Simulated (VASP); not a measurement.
# NaCl (Fm-3m) in VASP: further runs

The runs below take NaCl through relaxation of cell and atoms, with PBE+D4, PBE+D3(BJ), RPBE, r2SCAN+rVV10.

Program: VASP 6.6.1. These are calculated values, not measurements. Logs are shortened: lines on timing, memory, paths and dates and some standing lists are left out, and cuts for length are marked.

### 1 The cell of the first run

Symmetry: Fm-3m, No. 225, cubic system. Conventional cell: a = 5.620 Å, b = 5.620 Å, c = 5.620 Å, α = 90.00°, β = 90.00°, γ = 90.00°. Na (site symmetry m-3m) has 6 Cl at 2.81 Å within 3.7 Å. Cl (site symmetry m-3m) has 6 Na at 2.81 Å within 3.7 Å.

### 2 Relaxation of cell and atoms, PBE+D4

The input, INCAR:

```
SYSTEM = NaCl
PREC = Accurate
ENCUT = 600
EDIFF = 1E-6
ISMEAR = 0
SIGMA = 0.01
LREAL = .FALSE.
LASPH = .TRUE.
NELM = 80
ALGO = Normal
ISIF = 3
LWAVE = .FALSE.
LCHARG = .FALSE.
GGA = PE
IVDW = 13
IBRION = 2
NSW = 50
EDIFFG = -0.05
```

The input, KPOINTS:

```
Automatic mesh
0
G
  5 5 5
  0 0 0
```

The input, POSCAR:

```
NaCl
1.0
    0.0000000000      2.8100000000      2.8100000000
    2.8100000000      0.0000000000      2.8100000000
    2.8100000000      2.8100000000      0.0000000000
Na Cl
1 1
Direct
    0.0000000000      0.0000000000      0.0000000000
    0.5000000000      0.5000000000      0.5000000000
```

Potentials or basis: VASP PAW PBE potentials, release 64 (Na_pv, Cl).

Started as:

```sh
$ cat potpaw_PBE.64/Na_pv/POTCAR potpaw_PBE.64/Cl/POTCAR > POTCAR
$ mpirun -np 1 vasp_std > vasp.out
```

OUTCAR:

```text
SYSTEM = NaCl
   PREC = Accurate
   ENCUT = 600
   EDIFF = 1E-6
   ISMEAR = 0
   LREAL = .FALSE.
   LASPH = .TRUE.
   NELM = 80
   ISIF = 3
   GGA = PE
   IVDW = 13
   IBRION = 2
   NSW = 50
   EDIFFG = -0.05

 ion  position               nearest neighbor table
   1  0.000  0.000  0.000-
   2  0.500  0.500  0.500-

  LATTYP: Found a face centered cubic cell.
 ALAT       =     5.6200000000

  Lattice vectors:

 A1 = (   0.0000000000,   2.8100000000,   2.8100000000)
 A2 = (   2.8100000000,   0.0000000000,   2.8100000000)
 A3 = (   2.8100000000,   2.8100000000,   0.0000000000)

Analysis of symmetry for initial positions (statically):
=====================================================================
 Subroutine PRICEL returns:
 Original cell was already a primitive cell.

 Routine SETGRP: Setting up the symmetry group for a
 face centered cubic supercell.

 Subroutine GETGRP returns: Found 48 space group operations
 (whereof 48 operations were pure point group operations)
 out of a pool of 48 trial point group operations.

The static configuration has the point symmetry O_h .

Analysis of symmetry for dynamics (positions and initial velocities):
=====================================================================
 Subroutine PRICEL returns:
 Original cell was already a primitive cell.

 Routine SETGRP: Setting up the symmetry group for a
 face centered cubic supercell.

 Subroutine GETGRP returns: Found 48 space group operations
 (whereof 48 operations were pure point group operations)
 out of a pool of 48 trial point group operations.

The dynamic configuration has the point symmetry O_h .

 Subroutine INISYM returns: Found 48 space group operations
 (whereof 48 operations are pure point group operations),
 and found     1 'primitive' translations

----------------------------------------------------------------------------------------

                                     Primitive cell

  volume of cell :      44.3761

  direct lattice vectors                    reciprocal lattice vectors
     0.000000000  2.810000000  2.810000000    -0.177935943  0.177935943  0.177935943
     2.810000000  0.000000000  2.810000000     0.177935943 -0.177935943  0.177935943
     2.810000000  2.810000000  0.000000000     0.177935943  0.177935943 -0.177935943

  length of vectors
     3.973940110  3.973940110  3.973940110     0.308194094  0.308194094  0.308194094

  position of ions in fractional coordinates (direct lattice)
     0.000000000  0.000000000  0.000000000
     0.500000000  0.500000000  0.500000000

  ion indices of the primitive-cell ions
   primitive index   ion index
                 1           1
                 2           2

----------------------------------------------------------------------------------------

 KPOINTS: Automatic mesh

Automatic generation of k-mesh.
 Grid dimensions read from file:
 generate k-points for:    5    5    5

 Generating k-lattice:

  Cartesian coordinates                     Fractional coordinates (reciprocal lattice)
    -0.035587189  0.035587189  0.035587189     0.200000000  0.000000000  0.000000000
     0.035587189 -0.035587189  0.035587189     0.000000000  0.200000000  0.000000000
     0.035587189  0.035587189 -0.035587189     0.000000000  0.000000000  0.200000000

  Length of vectors
     0.061638819  0.061638819  0.061638819

  Shift w.r.t. Gamma in fractional coordinates (k-lattice)
     0.000000000  0.000000000  0.000000000

 Subroutine IBZKPT returns following result:
 ===========================================

 Found     10 irreducible k-points:

 Following reciprocal coordinates:
            Coordinates               Weight
  0.000000  0.000000  0.000000      1.000000
  0.200000  0.000000  0.000000      8.000000
  0.400000  0.000000  0.000000      8.000000
  0.200000  0.200000  0.000000      6.000000
  0.400000  0.200000  0.000000     24.000000
 -0.400000  0.200000  0.000000     24.000000
 -0.200000  0.200000  0.000000     12.000000
  0.400000  0.400000  0.000000      6.000000
 -0.400000  0.400000  0.000000     12.000000
 -0.400000  0.400000  0.200000     24.000000
   k-points           NKPTS =     10   k-points in BZ     NKDIM =     10   number of bands    NBANDS=     11
   number of dos      NEDOS =    301   number of ions     NIONS =      2
   total plane-waves  NPLWV =  32768
   dimension x,y,z NGX =    32 NGY =   32 NGZ =   32
   dimension x,y,z NGXF=    64 NGYF=   64 NGZF=   64
   ions per type =               1   1
   NGX,Y,Z   is equivalent  to a cutoff of  13.39, 13.39, 13.39 a.u.
   NGXF,Y,Z  is equivalent  to a cutoff of  26.77, 26.77, 26.77 a.u.
 SYSTEM =  NaCl
   PREC   = accura    normal or accurate (medium, high low for compatibility)
   ISTART =      0    job   : 0-new  1-cont  2-samecut
   ICHARG =      2    charge: 1-file 2-atom 10-const
   ISPIN  =      1    spin polarized calculation?
   LNONCOLLINEAR =      F non collinear calculations
   LSORBIT =      F    spin-orbit coupling
   LASPH  =      T    aspherical Exc in radial PAW
   ENCUT  =  600.0 eV  44.10 Ry    6.64 a.u.   7.94  7.94  7.94*2*pi/ulx,y,z
   NELM   =     80;   NELMIN=  2; NELMDL= -5     # of ELM steps
   EDIFF  = 0.1E-05   stopping-criterion for ELM
   LREAL  =      F    real-space projection
   EDIFFG = -.5E-01   stopping-criterion for IOM
   NSW    =     50    number of steps for IOM
   IBRION =      2    ionic relax: 0-MD 1-quasi-New 2-CG
   NFREE  =      1    steps in history (QN), initial steepest desc. (CG)
   ISIF   =      3    stress and relaxation
   ISYM   =      2    0-nonsym 1-usesym 2-fastsym
   POTIM  = 0.5000    time-step for ionic-motion
   TEBEG  =    0.0;   TEEND  =   0.0 temperature during run
   PSTRESS=    0.0 pullay stress
   NELECT =      14.0000    total number of electrons
   NUPDOWN=      -1.0000    fix difference up-down
   EMIN   =  10.00;   EMAX   =-10.00  energy-range for DOS
   EFERMI =   0.00;   METHOD = LEGACY
   ISMEAR =     0;   SIGMA  =   0.01  broadening in eV -4-tet -1-fermi 0-gaus
   EFERMI_NEDOS =   21; number of points for ismear=-14 and -15
   IALGO  =     38    algorithm
   IMIX   =      4    mixing-type and parameters
     AMIX     =   0.40;   BMIX     =  1.00
     AMIX_MAG =   1.60;   BMIX_MAG =  1.00
  volume/ion in A,a.u.               =      22.19       149.73
  Fermi-wavevector in a.u.,A,eV,Ry     =   1.114469  2.106040 16.898985  1.242040
  Thomas-Fermi vector in A             =   2.251064
   LORBIT       =      0    0 simple, 1 ext, 2 COOP (PROOUT), +10 PAW based schemes
   GGA     = PE    functional components
   LHFCALC =     F    Hartree Fock is set to
   AEXX    =    0.0000 exact exchange contribution
   IVDW    =    13    specifies the selected vdW correction
   LEPSILON=     F    determine dielectric tensor
   LRPA    =     F    only Hartree local field effects (RPA)
 conjugate gradient relaxation of ions
 non-spin polarized calculation
 Gauss-broadening in eV      SIGMA  =   0.01
  energy-cutoff  :      600.00
  volume of cell :       44.38
 maximum number of plane-waves:      1491
   NGX = 15   NGY = 15   NGZ = 15

 number of electron      14.0000007 magnetization

 Free energy of the ion-electron system (eV)
  ---------------------------------------------------
  ext. energy  EPLUGINS =         0.00000000
  ---------------------------------------------------
  free energy    TOTEN  =        -6.77209050 eV

  energy without entropy =       -6.77209050  energy(sigma->0) =       -6.77209050

 E-fermi :  -0.6175     XC(G=0):  -8.2118

 val. band max:       -0.6697049903   @ k =   0.0000   0.0000   0.0000
 cond. band min:       4.4789340253   @ k =   0.0000   0.0000   0.0000
 fundamental gap:      5.1486390156
 Fermi energy:        -0.6175345916

 k-point     1 :       0.0000    0.0000    0.0000
  band No.  band energies     occupation
      1     -21.4679      2.00000
      2     -21.4679      2.00000
      3     -21.4679      2.00000
      4     -13.3520      2.00000
      5      -0.6697      2.00000
      6      -0.6697      2.00000
      7      -0.6697      2.00000
      8       4.4789      0.00000
      9      10.4618      0.00000
     10      10.4618      0.00000
     11      10.4618      0.00000

 k-point     2 :       0.2000    0.0000    0.0000
  band No.  band energies     occupation
      1     -21.4786      2.00000
      2     -21.4687      2.00000
      3     -21.4687      2.00000
      4     -13.2365      2.00000
      5      -1.4815      2.00000
      6      -0.7666      2.00000
      7      -0.7666      2.00000
      8       5.5688      0.00000
      9       9.5142      0.00000
     10      10.7848      0.00000
     11      10.7849      0.00000

 k-point     3 :       0.4000    0.0000    0.0000
  band No.  band energies     occupation
      1     -21.4957      2.00000
      2     -21.4699      2.00000
      3     -21.4699      2.00000
      4     -13.0393      2.00000
      5      -2.4762      2.00000
      6      -0.9147      2.00000
      7      -0.9147      2.00000
      8       6.5710      0.00000
      9       9.7580      0.00000
     10      10.4190      0.00000
     11      10.4190      0.00000

 k-point     4 :       0.2000    0.2000    0.0000
  band No.  band energies     occupation
      1     -21.4773      2.00000
      2     -21.4708      2.00000
      3     -21.4708      2.00000
      4     -13.2053      2.00000
      5      -1.4874      2.00000
      6      -0.8968      2.00000
      7      -0.8968      2.00000
      8       5.9328      0.00000
      9       8.8953      0.00000
     10      10.7348      0.00000
     11      11.3689      0.00000

 k-point     5 :       0.4000    0.2000    0.0000
  band No.  band energies     occupation
      1     -21.4887      2.00000
      2     -21.4732      2.00000
      3     -21.4725      2.00000
      4     -13.0468      2.00000
      5      -2.1593      2.00000
      6      -1.1710      2.00000
      7      -1.0485      2.00000
      8       7.1438      0.00000
      9       8.6490      0.00000
     10       9.6366      0.00000
     11      11.4202      0.00000

 k-point     6 :      -0.4000    0.2000    0.0000
  band No.  band energies     occupation
      1     -21.4931      2.00000
      2     -21.4763      2.00000
      3     -21.4714      2.00000
      4     -12.9787      2.00000
      5      -2.3696      2.00000
      6      -1.4299      2.00000
      7      -1.0210      2.00000
      8       7.5313      0.00000
      9       9.0923      0.00000
     10       9.7034      0.00000
     11      11.0188      0.00000

 k-point     7 :      -0.2000    0.2000    0.0000
  band No.  band energies     occupation
      1     -21.4863      2.00000
      2     -21.4742      2.00000
      3     -21.4690      2.00000
      4     -13.0998      2.00000
      5      -1.9774      2.00000
      6      -1.2068      2.00000
      7      -0.8488      2.00000
      8       6.8472      0.00000
      9       9.0099      0.00000
     10       9.9880      0.00000
     11      11.2265      0.00000

 k-point     8 :       0.4000    0.4000    0.0000
  band No.  band energies     occupation
      1     -21.4877      2.00000
      2     -21.4755      2.00000
      3     -21.4755      2.00000
      4     -12.9899      2.00000
      5      -2.2640      2.00000
      6      -1.2236      2.00000
      7      -1.2236      2.00000
      8       7.0137      0.00000
      9       7.5732      0.00000
     10      10.2580      0.00000
     11      13.4663      0.00000

 k-point     9 :      -0.4000    0.4000    0.0000
  band No.  band energies     occupation
      1     -21.4865      2.00000
      2     -21.4814      2.00000
      3     -21.4749      2.00000
      4     -12.9476      2.00000
      5      -2.1875      2.00000
      6      -1.6537      2.00000
      7      -1.2081      2.00000
      8       7.3986      0.00000
      9       8.0963      0.00000
     10      10.1744      0.00000
     11      12.5261      0.00000

 k-point    10 :      -0.4000    0.4000    0.2000
  band No.  band energies     occupation
      1     -21.4872      2.00000
      2     -21.4797      2.00000
      3     -21.4751      2.00000
      4     -12.9598      2.00000
      5      -2.1161      2.00000
      6      -1.6385      2.00000
      7      -1.2609      2.00000
      8       8.1708      0.00000
      9       8.6354      0.00000
     10       9.0103      0.00000
     11      11.4782      0.00000

------------------------ aborting loop because EDIFF is reached ----------------------------------------

  DFT-D4 for vdW energy calculation

  Edisp (eV):   -0.19763

  FORCE on cell =-STRESS in cart. coord.  units (eV):
  Direction    XX          YY          ZZ          XY          YZ          ZX
  --------------------------------------------------------------------------------------
  -------------------------------------------------------------------------------------
  Total       0.06541     0.06541     0.06541    -0.00000    -0.00000    -0.00000
  in kB       2.36171     2.36171     2.36171    -0.00000    -0.00000    -0.00000
  external pressure =        2.36 kB  Pullay stress =        0.00 kB

 VOLUME and BASIS-vectors are now :
 -----------------------------------------------------------------------------
  energy-cutoff  :      600.00
  volume of cell :       44.38
      direct lattice vectors                 reciprocal lattice vectors
     0.000000000  2.810000000  2.810000000    -0.177935943  0.177935943  0.177935943
     2.810000000  0.000000000  2.810000000     0.177935943 -0.177935943  0.177935943
     2.810000000  2.810000000  0.000000000     0.177935943  0.177935943 -0.177935943

 POSITION                                       TOTAL-FORCE (eV/Angst)
 -----------------------------------------------------------------------------------
      0.00000      0.00000      0.00000        -0.000000      0.000000     -0.000000
      2.81000      2.81000      2.81000         0.000000      0.000000      0.000000
 -----------------------------------------------------------------------------------
    total drift:                                0.000000     -0.000000     -0.000000

  FREE ENERGIE OF THE ION-ELECTRON SYSTEM (eV)
  ---------------------------------------------------
  free  energy   TOTEN  =        -6.9697252692 eV

  energy  without entropy=       -6.9697252692  energy(sigma->0) =       -6.96972527

 reached required accuracy - stopping structural energy minimisation
```

Wall time 4.1 s (1 thread of Intel Xeon Platinum 8375C at 2.90GHz (Ice Lake), shared host); peak memory 0.16 GiB.

Results:

* Free energy: -6.9697 eV
* Pressure after relaxing: 0.2 GPa
* Band gap on the k mesh: 5.15 eV, direct
* Dispersion energy per atom: -0.099 eV

Final structure:
```cif
data_structure
_symmetry_space_group_name_H-M 'P 1'
_symmetry_Int_Tables_number 1
_cell_length_a 3.9739
_cell_length_b 3.9739
_cell_length_c 3.9739
_cell_angle_alpha 60.000
_cell_angle_beta 60.000
_cell_angle_gamma 60.000
_cell_volume 44.38
loop_
_atom_site_label
_atom_site_type_symbol
_atom_site_fract_x
_atom_site_fract_y
_atom_site_fract_z
_atom_site_occupancy
Na1 Na 0.00000 0.00000 0.00000 1
Cl1 Cl 0.50000 0.50000 0.50000 1
```

Caveat: the relaxation stopped at its first step, so nothing moved.

### 3 Relaxation of cell and atoms, PBE+D3(BJ)

The input, INCAR:

```
SYSTEM = NaCl
ALGO = Normal ; EDIFF = 1E-6
EDIFFG = -0.05 ; ENCUT = 600
GGA = PE ; IBRION = 2
ISIF = 3 ; ISMEAR = 0
IVDW = 12 ; LASPH = .True.
LCHARG = .False. ; LREAL = .False.
LWAVE = .False. ; NELM = 80
NSW = 50 ; PREC = Accurate
SIGMA = 0.01
```

The input, KPOINTS:

```
k-points
0
Gamma
  5 5 5
  0 0 0
```

POSCAR is that of step 2.

Potentials or basis: VASP PAW PBE potentials, release 64 (Na_pv, Cl).

Started as:

```sh
$ cat potpaw_PBE.64/Na_pv/POTCAR potpaw_PBE.64/Cl/POTCAR > POTCAR
$ mpirun -np 1 vasp_std > vasp.out
```

OUTCAR:

```text
SYSTEM = NaCl
   EDIFF = 1E-6
   EDIFFG = -0.05
   ENCUT = 600
   GGA = PE
   IBRION = 2
   ISIF = 3
   ISMEAR = 0
   IVDW = 12
   LASPH = .True.
   LREAL = .False.
   NELM = 80
   NSW = 50
   PREC = Accurate
 IVDW          = 12

 ion  position               nearest neighbor table
   1  0.000  0.000  0.000-
   2  0.500  0.500  0.500-

  LATTYP: Found a face centered cubic cell.
 ALAT       =     5.6200000000

  Lattice vectors:

 A1 = (   0.0000000000,   2.8100000000,   2.8100000000)
[... 361 lines left out ...]

 Edisp (eV)   -0.43907

 E8    (eV) :    -0.1836

  FORCE on cell =-STRESS in cart. coord.  units (eV):
  Direction    XX          YY          ZZ          XY          YZ          ZX
  --------------------------------------------------------------------------------------
  -------------------------------------------------------------------------------------
  Total      -0.07360    -0.07360    -0.07360     0.00000    -0.00000     0.00000
  in kB      -2.68834    -2.68834    -2.68834     0.00000    -0.00000     0.00000
  external pressure =       -2.69 kB  Pullay stress =        0.00 kB

 VOLUME and BASIS-vectors are now :
 -----------------------------------------------------------------------------
  energy-cutoff  :      600.00
  volume of cell :       43.86
      direct lattice vectors                 reciprocal lattice vectors
     0.000000000  2.799128628  2.799128628    -0.178627018  0.178627018  0.178627018
     2.799128628  0.000000000  2.799128628     0.178627018 -0.178627018  0.178627018
     2.799128628  2.799128628 -0.000000000     0.178627018  0.178627018 -0.178627018

 POSITION                                       TOTAL-FORCE (eV/Angst)
 -----------------------------------------------------------------------------------
      0.00000      0.00000      0.00000         0.000000      0.000000     -0.000000
      2.79913      2.79913      2.79913         0.000000      0.000000      0.000000
 -----------------------------------------------------------------------------------
    total drift:                                0.000000     -0.000000     -0.000000

  FREE ENERGIE OF THE ION-ELECTRON SYSTEM (eV)
  ---------------------------------------------------
  free  energy   TOTEN  =        -7.2072473882 eV

  energy  without entropy=       -7.2072473882  energy(sigma->0) =       -7.20724739

 reached required accuracy - stopping structural energy minimisation
```

OSZICAR:

```text
N       E                     dE             d eps       ncg     rms          rms(c)
DAV:   1     0.102613917066E+03    0.10261E+03   -0.80000E+03   220   0.145E+03
DAV:   2     0.185864683296E+01   -0.10076E+03   -0.96743E+02   245   0.296E+02
DAV:   3    -0.676986189904E+01   -0.86285E+01   -0.85760E+01   265   0.853E+01
[... 12 lines left out ...]
DAV:   2    -0.677008077484E+01    0.97694E-02   -0.15981E-02   244   0.140E+00    0.287E-01
DAV:   3    -0.676833980471E+01    0.17410E-02   -0.40390E-03   250   0.740E-01    0.139E-01
DAV:   4    -0.676817537998E+01    0.16442E-03   -0.11257E-04   322   0.135E-01    0.110E-02
DAV:   5    -0.676817270870E+01    0.26713E-05   -0.11609E-05   244   0.305E-02    0.643E-03
DAV:   6    -0.676817301396E+01   -0.30526E-06   -0.70412E-07   119   0.146E-02
   2 F= -.72072474E+01 E0= -.72072474E+01  d E =-.138028E-02
```

CONTCAR:

```text
NaCl
   1.00000000000000
     0.0000000000000000    2.7991286277878751    2.7991286277878751
     2.7991286277878751    0.0000000000000000    2.7991286277878751
     2.7991286277878751    2.7991286277878751   -0.0000000000000000
  Na              Cl
     1     1
Direct
     0.0000000000000000    0.0000000000000000    0.0000000000000000
     0.5000000000000000    0.5000000000000000    0.5000000000000000

  0.00000000E+00  0.00000000E+00  0.00000000E+00
  0.00000000E+00  0.00000000E+00  0.00000000E+00
```

Wall time 5.4 s (1 thread of Intel Xeon Platinum 8375C at 2.90GHz (Ice Lake), shared host); peak memory 0.18 GiB.

Results:

| Item | Value |
| --- | --- |
| Free energy | -7.2072 eV |
| Relaxed volume | 21.93 Å³/atom |
| Relaxed cell | a = 3.959 Å, b = 3.959 Å, c = 3.959 Å, α = 60.00°, β = 60.00°, γ = 60.00° |
| Space group after relaxing (to 0.05 Å) | Fm-3m (No. 225) |
| Energy gained by relaxing | 0.7 meV/atom |
| Ionic steps | 2 |
| Pressure after relaxing | -0.3 GPa |
| Band gap on the k mesh | 5.20 eV, direct |
| Dispersion energy per atom | -0.220 eV |

The path:
| step | energy change (eV) | largest force (eV/Å) | pressure (GPa) | volume (Å³) |
| --- | --- | --- | --- | --- |
| 1 | 0.0000 | 0.0000 | -0.58 | 44.38 |
| 2 | -0.0014 | 0.0000 | -0.27 | 43.86 |

Final structure:
```yaml
crystal:
  lattice:
    - [0.00000, 2.79913, 2.79913]
    - [2.79913, 0.00000, 2.79913]
    - [2.79913, 2.79913, 0.00000]
  atoms:
    - { symbol: Na, position: [0.00000, 0.00000, 0.00000] }
    - { symbol: Cl, position: [0.50000, 0.50000, 0.50000] }
```

A hybrid or GW would open this gap; PBE tends to underestimate it.

[end of part 1 of 2]
